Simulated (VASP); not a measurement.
# Ga (Im-3m) in VASP: further runs, part 2 of 2

VASP 6.6.1. The steps go on from the part before.

### 3 Single point, r2SCAN

This run uses another cell than the first one, of 18.13 Å³/atom, 0.990 times its volume.

POSCAR

```
Ga
1.0
   -1.6549827648      1.6549827648      1.6549827648
    1.6549827648     -1.6549827648      1.6549827648
    1.6549827648      1.6549827648     -1.6549827648
Ga
1
Direct
    0.0000000000      0.0000000000      0.0000000000
```

INCAR.step1

```
SYSTEM = Ga
PREC = Accurate
ENCUT = 520
ISMEAR = 0
SIGMA = 0.1
LREAL = .FALSE.
LASPH = .TRUE.
NELM = 100
NBANDS = 12
GGA = PE
ALGO = Normal
EDIFF = 1E-4
LWAVE = .TRUE.
LCHARG = .FALSE.
```

INCAR.step2

```
SYSTEM = Ga
PREC = Accurate
ENCUT = 520
EDIFF = 1E-6
ISMEAR = 0
SIGMA = 0.1
LREAL = .FALSE.
LASPH = .TRUE.
NELM = 100
ALGO = Normal
ISIF = 2
LWAVE = .FALSE.
LCHARG = .FALSE.
METAGGA = R2SCAN
LMIXTAU = .TRUE.
NBANDS = 12
ISTART = 1
```

KPOINTS

```
regular mesh
0
G
  24 24 24
  0 0 0
```

Potentials or basis: VASP PAW PBE potentials, release 64 (Ga_d).

Command:

```console
$ cat potpaw_PBE.64/Ga_d/POTCAR > POTCAR
$ cp INCAR.step1 INCAR
$ mpirun -np 1 vasp_std > vasp.out
$ cp INCAR.step2 INCAR
$ mpirun -np 1 vasp_std > vasp.out
```

OUTCAR:

```text
SYSTEM = Ga
   PREC = Accurate
   ENCUT = 520
   EDIFF = 1E-6
   ISMEAR = 0
   LREAL = .FALSE.
   LASPH = .TRUE.
   NELM = 100
   ISIF = 2
   METAGGA = R2SCAN
   ISTART = 1

 ion  position               nearest neighbor table
   1  0.000  0.000  0.000-

  LATTYP: Found a body centered cubic cell.
 ALAT       =     3.3099655296

  Lattice vectors:

 A1 = (  -1.6549827648,   1.6549827648,   1.6549827648)
 A2 = (   1.6549827648,  -1.6549827648,   1.6549827648)
 A3 = (   1.6549827648,   1.6549827648,  -1.6549827648)

Analysis of symmetry for initial positions (statically):
=====================================================================
 Subroutine PRICEL returns:
 Original cell was already a primitive cell.

 Routine SETGRP: Setting up the symmetry group for a
 body centered cubic supercell.

 Subroutine GETGRP returns: Found 48 space group operations
 (whereof 48 operations were pure point group operations)
 out of a pool of 48 trial point group operations.

The static configuration has the point symmetry O_h .

Analysis of symmetry for dynamics (positions and initial velocities):
[... 168 lines left out ...]
      2      -9.6902      2.00000
      3      -9.6902      2.00000
      4      -9.4744      2.00000
      5      -9.4744      2.00000
      6      -6.1459      2.00000
      7      19.6844      0.00000
      8      19.6844      0.00000
      9      19.6845      0.00000
     10      24.1775      0.00000
     11      24.1775      0.00000
     12      24.1777      0.00000
[... 331 lines left out ...]
 k-point    24 :       0.4583    0.0417    0.0000
  band No.  band energies     occupation
      1      -9.7872      2.00000
      2      -9.7659      2.00000
      3      -9.4869      2.00000
      4      -9.4743      2.00000
      5      -9.3465      2.00000
      6       0.7881      2.00000
      7       2.1197      2.00000
      8      13.1473      0.00000
      9      15.2437      0.00000
     10      18.4337      0.00000
     11      19.2228      0.00000
     12      28.6492      0.00000

 [... further k-points ...]

------------------------ aborting loop because EDIFF is reached ----------------------------------------

  FORCE on cell =-STRESS in cart. coord.  units (eV):
  Direction    XX          YY          ZZ          XY          YZ          ZX
  --------------------------------------------------------------------------------------
  -------------------------------------------------------------------------------------
  Total        0.0184994      0.0184994      0.0184994      0.0000000     -0.0000000      0.0000000
  in kB        1.6346614      1.6346614      1.6346614      0.0000000     -0.0000000      0.0000000
  external PRESSURE =       1.6346614 kB  Pullay stress =       0.0000000 kB

 VOLUME and BASIS-vectors are now :
 -----------------------------------------------------------------------------
  energy-cutoff  :      520.00
  volume of cell :       18.13
      direct lattice vectors                 reciprocal lattice vectors
    -1.654982765  1.654982765  1.654982765     0.000000000  0.302117950  0.302117950
     1.654982765 -1.654982765  1.654982765     0.302117950  0.000000000  0.302117950
     1.654982765  1.654982765 -1.654982765     0.302117950  0.302117950  0.000000000

 POSITION                                       TOTAL-FORCE (eV/Angst)
 -----------------------------------------------------------------------------------
      0.00000      0.00000      0.00000        -0.000000     -0.000000      0.000000
 -----------------------------------------------------------------------------------
    total drift:                               -0.000000      0.000000      0.000000

  FREE ENERGIE OF THE ION-ELECTRON SYSTEM (eV)
  ---------------------------------------------------
  free  energy   TOTEN  =       -11.2724878090 eV

  energy  without entropy=      -11.2703922537  energy(sigma->0) =      -11.27144003
```

OUTCAR.step1:

```text
SYSTEM = Ga
   PREC = Accurate
   ENCUT = 520
   ISMEAR = 0
   LREAL = .FALSE.
   LASPH = .TRUE.
   NELM = 100
[... 577 lines left out ...]
 -----------------------------------------------------------------------------------
      0.00000      0.00000      0.00000         0.000000     -0.000000     -0.000000
 -----------------------------------------------------------------------------------
    total drift:                               -0.000000      0.000000      0.000000

  FREE ENERGIE OF THE ION-ELECTRON SYSTEM (eV)
  ---------------------------------------------------
  free  energy   TOTEN  =        -2.8611553330 eV

  energy  without entropy=       -2.8586562761  energy(sigma->0) =       -2.85990580
```

It took 5.9 min on 1 thread of AMD EPYC 7R43 (Zen 3), shared host; peak memory 0.17 GiB.

Results:

```yaml
Free_energy: -11.2725 eV
Pressure: 0.2 GPa
```

Caveat: the PAW data sets were made with another functional, which shifts forces and pressure a little.

### 4 Single point, r2SCAN

This run uses another cell than the first one, of 21.10 Å³/atom, 1.151 times its volume.

POSCAR

```
Ga
1.0
   -1.7406372864      1.7406372864      1.7406372864
    1.7406372864     -1.7406372864      1.7406372864
    1.7406372864      1.7406372864     -1.7406372864
Ga
1
Direct
    0.0000000000      0.0000000000      0.0000000000
```

INCAR.step1, as its differences from that of step 3:

```diff
@@ -7,3 +7,3 @@
 LASPH = .TRUE.
-NELM = 100
+NELM = 80
 NBANDS = 12
```

INCAR.step2, as its differences from that of step 3:

```diff
@@ -8,3 +8,3 @@
 LASPH = .TRUE.
-NELM = 100
+NELM = 80
 ALGO = Normal
```

KPOINTS

```
Automatic mesh
0
G
  8 8 8
  0 0 0
```

Command:

```console
$ cat potpaw_PBE.64/Ga_d/POTCAR > POTCAR
$ cp INCAR.step1 INCAR
$ mpirun -np 1 vasp_std > vasp.out
$ cp INCAR.step2 INCAR
$ mpirun -np 1 vasp_std > vasp.out
```

Wall time 28 s (1 thread of Intel Xeon Platinum 8488C (Sapphire Rapids), shared host); peak memory 0.14 GiB.

The run converged. Its results:

| Quantity | Value |
| --- | --- |
| Free energy | -11.1748 eV |
| Pressure | -5.4 GPa |

Levels at points of the mesh, in eV from the Fermi level:
```tsv
k point	band 3	band 4	band 5	band 6	band 7	band 8	band 9	band 10
(0.00, 0.00, 0.00)	-15.54	-15.39	-15.39	-10.94	11.77	11.77	11.77	16.62
(0.50, 0.00, 0.00)	-15.40	-15.39	-15.30	-4.77	-3.62	6.56	8.79	11.22
(0.50, 0.50, 0.50)	-15.32	-15.32	-15.32	0.70	1.44	1.44	1.44	5.88
```

Caveat: the PAW data sets were made with another functional, which shifts forces and pressure a little.

### 5 Overview

| task | cell | k mesh | cutoff (eV) | gap on the mesh (eV) | pressure (GPa) |
| --- | --- | --- | --- | --- | --- |
| relaxation of cell and atoms | relaxed from a = 2.877 Å, angles 109.5°, 1 atom | 24 × 24 × 24 | 600 | none | 0.0 |
| single point | a = 2.867 Å, angles 109.5°, 1 atom | 24 × 24 × 24 | 520 | none | 0.2 |
| single point | a = 3.015 Å, angles 109.5°, 1 atom | 8 × 8 × 8 | 520 | none | -5.4 |

Alike in all rows: level r2SCAN; potentials or basis VASP PAW PBE potentials, release 64 (Ga_d); no spin polarisation; smearing gaussian 0.1 eV.

Caveats: the PAW data sets were made with another functional, which shifts forces and pressure a little.

Total energies depend on the potentials used, so only differences within one code and one set of settings carry meaning.
